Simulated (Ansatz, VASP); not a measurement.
## CdSe: VASP beside Ansatz

```xyz
4
Lattice="4.2489 0.0000 0.0000 -2.1244 3.6796 0.0000 0.0000 0.0000 6.9381" Properties=species:S:1:pos:R:3 pbc="T T T"
Cd    0.0000    2.4531    0.0331
Cd    2.1244    1.2265    3.5022
Se    0.0000    2.4531    2.6380
Se    2.1244    1.2265    6.1071
```

Alike in both runs: functional LDA; k mesh 6 × 6 × 4; no spin polarisation.

Ansatz relaxed the structure, and its values are those at the end. VASP's run is a single point on that final structure, the one shown.

|  | VASP | Ansatz |
| --- | --- | --- |
| version | VASP 6.6.1 | Ansatz 0.2.0 |
| potentials or method | VASP PAW LDA potentials, release 64 (Cd, Se) | plane waves, PAW |
| plane-wave cutoff (eV) | 520 | 420 |
| occupations | gaussian, width 0.01 eV | fixed |
| valence electrons in the cell | 36 | 72 |

|  | VASP | Ansatz | Ansatz less VASP |
| --- | --- | --- | --- |
| pressure (GPa) | 0.5 | 0.0 | -0.49 |

LDA's correlation is that of Perdew and Zunger in VASP and of Perdew and Wang (1992) in Ansatz. VASP's potentials hold 36 valence electrons a cell and Ansatz's 72, so a difference there can come from the potentials and not from the codes.
